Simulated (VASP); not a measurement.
A run of VASP 6.6.1:

The input INCAR:

```
SYSTEM = GdN
ALGO = Normal
EDIFF = 1E-6
ENCUT = 520
GGA = PE
ISIF = 2
ISMEAR = 0
ISPIN = 2
LASPH = .True.
LCHARG = .False.
LMAXMIX = 6
LORBIT = 11
LREAL = .False.
LWAVE = .False.
MAGMOM = 7.55 0
NBANDS = 22
NELM = 150
PREC = Accurate
SIGMA = 0.1
```

File KPOINTS:

```
k-points
0
Gamma
  18 18 18
  0 0 0
```

POSCAR

```
GdN
1.0
   -1.7442073864      1.7442073864      2.4670807548
    1.7442073864     -1.7442073864      2.4670807548
    1.7442073864      1.7442073864     -2.4670807548
Gd N
1 1
Direct
    0.3017358750      0.3017358750      0.0000000000
    0.8017358750      0.8017358750      0.0000000000
```

Potentials or basis: VASP PAW PBE potentials, release 64 (Gd, N).

The run is started by

```console
$ cat potpaw_PBE.64/Gd/POTCAR potpaw_PBE.64/N/POTCAR > POTCAR
$ mpirun -np 1 vasp_std > vasp.out
```

Hardware: 1 thread of AMD EPYC 9R45 (Zen 5), with other jobs on the host.

Task: How long does it take, and how much memory?

Result: It took 20 min on 1 thread of AMD EPYC 9R45 (Zen 5), with other jobs on the host, peak memory 0.6 GiB. Counts: scf iterations 34, k points 480.
